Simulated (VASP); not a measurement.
Here is a VASP 6.6.1 calculation.

File INCAR:

```
PREC = Accurate
ENCUT = 520
EDIFF = 1E-6
ISMEAR = -1
SIGMA = 0.1
LREAL = False
LASPH = True
NELM = 80
ALGO = Normal
ISIF = 2
LWAVE = False
LCHARG = False
GGA = CA
NBANDS = 26
```

KPOINTS

```
Automatic mesh
0
Gamma
  9 9 12
```

File POSCAR:

```
Ga
1.0
    4.4901604740      0.0000000000      0.0000000000
   -2.2450802370      3.8885930376      0.0000000000
    0.0000000000      0.0000000000      2.8789708274
Ga
3
Direct
    0.0000000000      0.0000000000      0.0000000000
    0.3333333333      0.6666666667      0.5000000000
    0.6666666667      0.3333333333      0.5000000000
```

Potentials or basis: VASP PAW LDA potentials, release 64 (Ga_d).

Command:

```bash
$ cat potpaw_LDA.64/Ga_d/POTCAR > POTCAR
$ mpirun -np 1 vasp_std > vasp.out
```

(1) What does it give for the pressure?

(2) Estimate the band gap on the k mesh.

Answers

(1) 3.1 GPa.

(2) zero (an odd number of electrons rules out a gap without spin polarisation).

Caveat: the cell stands under pressure.
